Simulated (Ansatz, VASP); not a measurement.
Al2O3: VASP beside Ansatz

```
CELL_PARAMETERS angstrom
2.32008 1.33950 4.54822
-2.32008 1.33950 4.54822
0.00000 -2.67900 4.54822
ATOMIC_POSITIONS crystal
Al 0.85192 0.85192 0.85192
Al 0.64808 0.64808 0.64808
Al 0.14808 0.14808 0.14808
Al 0.35192 0.35192 0.35192
O 0.05639 0.44361 0.75000
O 0.75000 0.05639 0.44361
O 0.44361 0.75000 0.05639
O 0.94361 0.55639 0.25000
O 0.25000 0.94361 0.55639
O 0.55639 0.25000 0.94361
```

Change from the starting cell: strain -0.025 along x and y, +0.050 along z, atoms carried along.

Alike in both runs: task single point; functional r2SCAN; k mesh 6 × 6 × 6; occupations gaussian, width 0.05 eV; no spin polarisation.

|  | VASP | Ansatz |
| --- | --- | --- |
| version | VASP 6.6.1 | Ansatz 0.2.0 |
| potentials or method | VASP PAW PBE potentials, release 64 (Al, O), cutoff 520 eV | scalar-relativistic, plane waves, PAW |
| valence electrons in the cell | 48 | 48 |

```csv
,VASP,Ansatz,Ansatz less VASP
gap on the k mesh at the Fermi level (eV),6.90,6.88,-0.018
least direct gap on the mesh (eV),6.90,6.88,-0.018
pressure (GPa),1.3,1.8,+0.48
"traceless stress, the component that is largest in VASP (GPa)",-22.50,-22.36,+0.139
rms of the force components (eV/Å),0.180,0.174,-0.0056
```

VASP's potentials were made for PBE, not for r2SCAN. Atom by atom the forces differ by 0.013 eV/Å (rms over components).
